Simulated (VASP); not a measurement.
# Sb (Im-3m) in VASP: notebook, part 2 of 2

VASP 6.6.1.

### 4 Single point, BLYP+D4

This run uses another cell than the first one, of 27.41 Å³/atom, 1.046 times its volume.

INCAR reads:

```
SYSTEM = Sb
AGGAC = 1.0 ; AGGAX = 1.0
ALDAC = 0.0 ; ALDAX = 1.0
ALGO = Normal ; EDIFF = 1E-6
ENCUT = 520 ; GGA = B5
ISIF = 2 ; ISMEAR = -1
IVDW = 13 ; LASPH = .True.
LCHARG = .False. ; LREAL = .False.
LWAVE = .False. ; NBANDS = 8
NELM = 60 ; PREC = Accurate
SIGMA = 0.05 ; VDW_A1 = 0.44488865
VDW_A2 = 4.0933009 ; VDW_S6 = 1.0
VDW_S8 = 2.34076671
```

KPOINTS reads:

```
k-points
0
Gamma
  10 10 10
  0 0 0
```

POSCAR reads:

```
Sb
1.0
   -1.8993372043      1.8993372043      1.8993372043
    1.8993372043     -1.8993372043      1.8993372043
    1.8993372043      1.8993372043     -1.8993372043
Sb
1
Direct
    0.0000000000      0.0000000000      0.0000000000
```

Potentials or basis: VASP PAW PBE potentials, release 64 (Sb).

Launch:

```console
cat potpaw_PBE.64/Sb/POTCAR > POTCAR
mpirun -np 1 vasp_std > vasp.out
```

OUTCAR:

```text
SYSTEM = Sb
   EDIFF = 1E-6
   ENCUT = 520
   GGA = B5
   ISIF = 2
   ISMEAR = -1
   IVDW = 13
   LASPH = .True.
   LREAL = .False.
   NELM = 60
   PREC = Accurate

 ion  position               nearest neighbor table
   1  0.000  0.000  0.000-

  LATTYP: Found a body centered cubic cell.
 ALAT       =     3.7986744086

  Lattice vectors:

 A1 = (  -1.8993372043,   1.8993372043,   1.8993372043)
 A2 = (   1.8993372043,  -1.8993372043,   1.8993372043)
 A3 = (   1.8993372043,   1.8993372043,  -1.8993372043)

Analysis of symmetry for initial positions (statically):
=====================================================================
 Subroutine PRICEL returns:
 Original cell was already a primitive cell.

 Routine SETGRP: Setting up the symmetry group for a
 body centered cubic supercell.

 Subroutine GETGRP returns: Found 48 space group operations
 (whereof 48 operations were pure point group operations)
 out of a pool of 48 trial point group operations.

The static configuration has the point symmetry O_h .

Analysis of symmetry for dynamics (positions and initial velocities):
=====================================================================
 Subroutine PRICEL returns:
 Original cell was already a primitive cell.

 Routine SETGRP: Setting up the symmetry group for a
 body centered cubic supercell.

 Subroutine GETGRP returns: Found 48 space group operations
 (whereof 48 operations were pure point group operations)
 out of a pool of 48 trial point group operations.

The dynamic configuration has the point symmetry O_h .

 Subroutine INISYM returns: Found 48 space group operations
 (whereof 48 operations are pure point group operations),
 and found     1 'primitive' translations

----------------------------------------------------------------------------------------

                                     Primitive cell

  volume of cell :      27.4073

  direct lattice vectors                    reciprocal lattice vectors
    -1.899337204  1.899337204  1.899337204     0.000000000  0.263249727  0.263249727
     1.899337204 -1.899337204  1.899337204     0.263249727  0.000000000  0.263249727
     1.899337204  1.899337204 -1.899337204     0.263249727  0.263249727  0.000000000

  length of vectors
     3.289748539  3.289748539  3.289748539     0.372291334  0.372291334  0.372291334

  position of ions in fractional coordinates (direct lattice)
     0.000000000  0.000000000  0.000000000

  ion indices of the primitive-cell ions
   primitive index   ion index
                 1           1

----------------------------------------------------------------------------------------

 KPOINTS: k-points

Automatic generation of k-mesh.
 Grid dimensions read from file:
 generate k-points for:   10   10   10

 Generating k-lattice:

  Cartesian coordinates                     Fractional coordinates (reciprocal lattice)
     0.000000000  0.026324973  0.026324973     0.100000000  0.000000000  0.000000000
     0.026324973  0.000000000  0.026324973     0.000000000  0.100000000  0.000000000
     0.026324973  0.026324973  0.000000000     0.000000000  0.000000000  0.100000000

  Length of vectors
     0.037229133  0.037229133  0.037229133

  Shift w.r.t. Gamma in fractional coordinates (k-lattice)
     0.000000000  0.000000000  0.000000000

 Subroutine IBZKPT returns following result:
 ===========================================

 Found     47 irreducible k-points:

 Following reciprocal coordinates:
            Coordinates               Weight
  0.000000  0.000000  0.000000      1.000000
  0.100000  0.000000  0.000000     12.000000
  0.200000  0.000000  0.000000     12.000000
  0.300000  0.000000  0.000000     12.000000
  0.400000  0.000000  0.000000     12.000000
  0.500000  0.000000  0.000000      6.000000
[... 16 lines left out ...]
  0.300000  0.300000  0.100000      8.000000
 -0.300000  0.300000  0.100000     24.000000
 [... further k-points ...]
   k-points           NKPTS =     47   k-points in BZ     NKDIM =     47   number of bands    NBANDS=      8
   number of dos      NEDOS =    301   number of ions     NIONS =      1
   total plane-waves  NPLWV =  13824
   dimension x,y,z NGX =    24 NGY =   24 NGZ =   24
   dimension x,y,z NGXF=    48 NGYF=   48 NGZF=   48
   ions per type =               1
   NGX,Y,Z   is equivalent  to a cutoff of  12.13, 12.13, 12.13 a.u.
   NGXF,Y,Z  is equivalent  to a cutoff of  24.26, 24.26, 24.26 a.u.
 SYSTEM =  Sb
   PREC   = accura    normal or accurate (medium, high low for compatibility)
   ISTART =      0    job   : 0-new  1-cont  2-samecut
   ICHARG =      2    charge: 1-file 2-atom 10-const
   ISPIN  =      1    spin polarized calculation?
   LNONCOLLINEAR =      F non collinear calculations
   LSORBIT =      F    spin-orbit coupling
   LASPH  =      T    aspherical Exc in radial PAW
   ENCUT  =  520.0 eV  38.22 Ry    6.18 a.u.   6.12  6.12  6.12*2*pi/ulx,y,z
   NELM   =     60;   NELMIN=  2; NELMDL= -5     # of ELM steps
   EDIFF  = 0.1E-05   stopping-criterion for ELM
   LREAL  =      F    real-space projection
   EDIFFG = 0.1E-04   stopping-criterion for IOM
   NSW    =      0    number of steps for IOM
   IBRION =     -1    ionic relax: 0-MD 1-quasi-New 2-CG
   NFREE  =      0    steps in history (QN), initial steepest desc. (CG)
   ISIF   =      2    stress and relaxation
   ISYM   =      2    0-nonsym 1-usesym 2-fastsym
   POTIM  = 0.5000    time-step for ionic-motion
   TEBEG  =    0.0;   TEEND  =   0.0 temperature during run
   PSTRESS=    0.0 pullay stress
   NELECT =       5.0000    total number of electrons
   NUPDOWN=      -1.0000    fix difference up-down
   EMIN   =  10.00;   EMAX   =-10.00  energy-range for DOS
   EFERMI =   0.00;   METHOD = LEGACY
   ISMEAR =    -1;   SIGMA  =   0.05  broadening in eV -4-tet -1-fermi 0-gaus
   EFERMI_NEDOS =   21; number of points for ismear=-14 and -15
   IALGO  =     38    algorithm
   IMIX   =      4    mixing-type and parameters
     AMIX     =   0.40;   BMIX     =  1.00
     AMIX_MAG =   1.60;   BMIX_MAG =  1.00
  volume/ion in A,a.u.               =      27.41       184.95
  Fermi-wavevector in a.u.,A,eV,Ry     =   0.928488  1.754587 11.729435  0.862089
  Thomas-Fermi vector in A             =   2.054669
   LORBIT       =      0    0 simple, 1 ext, 2 COOP (PROOUT), +10 PAW based schemes
   GGA     = B5    functional components
   LHFCALC =     F    Hartree Fock is set to
   AEXX    =    0.0000 exact exchange contribution
   IVDW    =    13    specifies the selected vdW correction
   LEPSILON=     F    determine dielectric tensor
   LRPA    =     F    only Hartree local field effects (RPA)
 non-spin polarized calculation
  energy-cutoff  :      520.00
  volume of cell :       27.41
 maximum number of plane-waves:       751
   NGX = 13   NGY = 13   NGZ = 13

 number of electron       5.0000000 magnetization

 Free energy of the ion-electron system (eV)
  ---------------------------------------------------
  ext. energy  EPLUGINS =         0.00000000
  ---------------------------------------------------
  free energy    TOTEN  =        -2.97655380 eV

  energy without entropy =       -2.96754918  energy(sigma->0) =       -2.97205149

 E-fermi :   8.6867     XC(G=0):  -9.4786

 val. band max:        8.6674901997   @ k =   0.5000   0.5000   0.3000
 cond. band min:       8.6967603136   @ k =  -0.3000   0.4000   0.1000
 fundamental gap:      0.0292701139
 Fermi energy:         8.6867015786

 k-point     1 :       0.0000    0.0000    0.0000
  band No.  band energies     occupation
      1      -3.9985      2.00000
      2      13.8682      0.00000
      3      13.8682      0.00000
      4      13.8682      0.00000
      5      19.2704      0.00000
      6      19.2704      0.00000
      7      19.2704      0.00000
      8      20.8086      0.00000
[... 243 lines left out ...]
 k-point    24 :      -0.3000    0.3000    0.1000
  band No.  band energies     occupation
      1      -2.0115      2.00000
      2       7.0835      2.00000
      3      10.5416      0.00000
      4      11.9185      0.00000
      5      16.4685      0.00000
      6      17.3568      0.00000
      7      18.6286      0.00000
      8      23.5031      0.00000

 [... further k-points ...]

------------------------ aborting loop because EDIFF is reached ----------------------------------------

  DFT-D4 for vdW energy calculation

  Edisp (eV):   -1.05158

  FORCE on cell =-STRESS in cart. coord.  units (eV):
  Direction    XX          YY          ZZ          XY          YZ          ZX
  --------------------------------------------------------------------------------------
  -------------------------------------------------------------------------------------
  Total       0.03493     0.03493     0.03493     0.00000    -0.00000     0.00000
  in kB       2.04179     2.04179     2.04179     0.00000    -0.00000     0.00000
  external pressure =        2.04 kB  Pullay stress =        0.00 kB

 VOLUME and BASIS-vectors are now :
 -----------------------------------------------------------------------------
  energy-cutoff  :      520.00
  volume of cell :       27.41
      direct lattice vectors                 reciprocal lattice vectors
    -1.899337204  1.899337204  1.899337204     0.000000000  0.263249727  0.263249727
     1.899337204 -1.899337204  1.899337204     0.263249727  0.000000000  0.263249727
     1.899337204  1.899337204 -1.899337204     0.263249727  0.263249727  0.000000000

 POSITION                                       TOTAL-FORCE (eV/Angst)
 -----------------------------------------------------------------------------------
      0.00000      0.00000      0.00000        -0.000000      0.000000     -0.000000
 -----------------------------------------------------------------------------------
    total drift:                                0.000000      0.000000      0.000000

  FREE ENERGIE OF THE ION-ELECTRON SYSTEM (eV)
  ---------------------------------------------------
  free  energy   TOTEN  =        -4.0281373630 eV

  energy  without entropy=       -4.0191327463  energy(sigma->0) =       -4.02363505
```

Wall time 13 s (1 thread of Intel Xeon Platinum 8259CL at 2.50GHz (Skylake/Cascade Lake), shared host); peak memory 0.13 GiB.

What came out:

```yaml
Free_energy: -4.0281 eV
Pressure: 0.2 GPa
Dispersion_energy_per_atom: -1.052 eV
```

Levels at points of the mesh, in eV from the Fermi level:
```csv
k point,band 1,band 2,band 3,band 4,band 5
"(0.00, 0.00, 0.00)",-12.69,5.18,5.18,5.18,10.58
"(0.50, 0.00, 0.00)",-8.85,-5.36,1.55,3.66,6.65
"(0.50, 0.50, 0.50)",-5.82,-1.96,-1.96,-1.96,3.38
```

Caveat: the PAW data sets were made with another functional, which shifts forces and pressure a little; spin-orbit coupling is left out, which moves the levels of the heavy elements; pairwise dispersion overbinds metals, which lowers pressure and volume.

### 5 Relaxation of cell and atoms, RPBE+D4

INCAR reads:

```
  ALGO = Normal
  EDIFF = 1E-7
  EDIFFG = -0.01
  ENCUT = 600
  GGA = RP
  IBRION = 2
  ISIF = 3
  ISMEAR = -1
  IVDW = 13
  LASPH = T
  LCHARG = F
  LREAL = F
  LWAVE = F
  NELM = 60
  NSW = 60
  PREC = Accurate
  SIGMA = 0.05
```

KPOINTS reads:

```
k-points
0
Gamma
  10 10 10
```

POSCAR reads:

```
Sb
1.0
   -1.8713408863      1.8713408863      1.8713408863
    1.8713408863     -1.8713408863      1.8713408863
    1.8713408863      1.8713408863     -1.8713408863
Sb
1
Direct
    0.0000000000      0.0000000000      0.0000000000
```

Launch:

```console
cat potpaw_PBE.64/Sb/POTCAR > POTCAR
mpirun -np 1 vasp_std > vasp.out
```

Run time: 33 s. Hardware: 1 thread of Intel Xeon Platinum 8259CL at 2.50GHz (Skylake/Cascade Lake), shared host; peak memory 0.16 GiB.

Results (log left out):

| Quantity | Value |
| --- | --- |
| Free energy | -4.5972 eV |
| Relaxed volume | 25.59 Å³/atom |
| Relaxed cell | a = 3.215 Å, b = 3.215 Å, c = 3.215 Å, α = 109.47°, β = 109.47°, γ = 109.47° |
| Space group after relaxing (to 0.05 Å) | Im-3m (No. 229) |
| Energy gained by relaxing | 3.2 meV/atom |
| Ionic steps | 3 |
| Pressure after relaxing | 0.0 GPa |
| Dispersion energy per atom | -1.123 eV |

Step by step:
```
step  energy change (eV)  largest force (eV/Å)  pressure (GPa)  volume (Å³)
   1              0.0000                0.0000           -1.60        26.21
   2             -0.0021                0.0000            1.02        25.23
   3             -0.0032                0.0000            0.01        25.59
```

Final structure:
```
CELL_PARAMETERS angstrom
-1.85638 1.85638 1.85638
1.85638 -1.85638 1.85638
1.85638 1.85638 -1.85638
ATOMIC_POSITIONS crystal
Sb 0.00000 0.00000 0.00000
```

Levels at points of the mesh, in eV from the Fermi level:
| k point | band 1 | band 2 | band 3 | band 4 | band 5 | band 6 |
| --- | --- | --- | --- | --- | --- | --- |
| (0.00, 0.00, 0.00) | -13.23 | 5.94 | 5.94 | 5.94 | 10.71 | 10.71 |
| (0.50, 0.00, 0.00) | -8.87 | -5.92 | 1.82 | 3.93 | 6.59 | 6.95 |
| (0.50, 0.50, 0.50) | -5.28 | -2.11 | -2.11 | -2.11 | 2.83 | 2.83 |

Caveat: the PAW data sets were made with another functional, which shifts forces and pressure a little; spin-orbit coupling is left out, which moves the levels of the heavy elements; pairwise dispersion overbinds metals, which lowers pressure and volume.

### 6 The runs side by side

| task | level | cell | cutoff (eV) | smearing | gap on the mesh (eV) | pressure (GPa) |
| --- | --- | --- | --- | --- | --- | --- |
| single point | PBE | a = 3.241 Å, angles 109.5°, 1 atom | 520 | gaussian 0.03 eV | none | 3.0 |
| single point | BLYP+D3(BJ) | a = 3.269 Å, angles 109.5°, 1 atom | 520 | fermi-dirac 0.05 eV | none | 0.2 |
| single point | BLYP+D4 | a = 3.290 Å, angles 109.5°, 1 atom | 520 | fermi-dirac 0.05 eV | none | 0.2 |
| relaxation of cell and atoms | RPBE+D4 | relaxed from a = 3.241 Å, angles 109.5°, 1 atom | 600 | fermi-dirac 0.05 eV | none | 0.0 |

Alike in all rows: potentials or basis VASP PAW PBE potentials, release 64 (Sb); no spin polarisation; k mesh 10 × 10 × 10.

Caveats: spin-orbit coupling is left out, which moves the levels of the heavy elements; the PAW data sets were made with another functional, which shifts forces and pressure a little (some runs); pairwise dispersion overbinds metals, which lowers pressure and volume (some runs).

Total energies depend on the potentials used, so only differences within one code and one set of settings carry meaning.
